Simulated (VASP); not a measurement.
Hf4C, 5 atoms in the cell. It takes space group I4/m (No. 87, tetragonal). Conventional cell: a = 6.141 Å, b = 6.141 Å, c = 5.354 Å, α = 90.00°, β = 90.00°, γ = 90.00°. Hf (site symmetry m) has 1 C at 2.22 Å and 1 Hf at 2.89 Å within 2.9 Å. Within 2.9 Å of C (site symmetry 4/m) lie 4 Hf at 2.22 Å. The cell was generated, and may not be a known phase.

* Program: VASP 6.6.1
* Task: single point
* Functional: PBE
* Potentials or basis: VASP PAW PBE potentials, release 64 (Hf_pv, C)
* Cutoff: 520 eV
* k mesh: 10 × 10 × 10
* Occupations: gaussian, width 0.1 eV
* Spin: no spin polarisation
* Dipole correction: no
* Further INCAR settings: ALGO = Normal; EDIFF = 1e-06; NBANDS = 30

Potentials or basis: VASP PAW PBE potentials, release 64 (Hf_pv, C).

Command:

```console
$ cat potpaw_PBE.64/Hf_pv/POTCAR potpaw_PBE.64/C/POTCAR > POTCAR
$ mpirun -np 1 vasp_std > vasp.out
```

Hardware: 1 thread of Intel(R) Xeon(R) 6975P-C (Granite Rapids), with other jobs on the host.

Task: How long does it take, and how much memory?

Result: Wall time 4 min on 1 thread of Intel(R) Xeon(R) 6975P-C (Granite Rapids) (shared host), peak memory 0.49 GiB. Counts: scf iterations 15, k points 144.
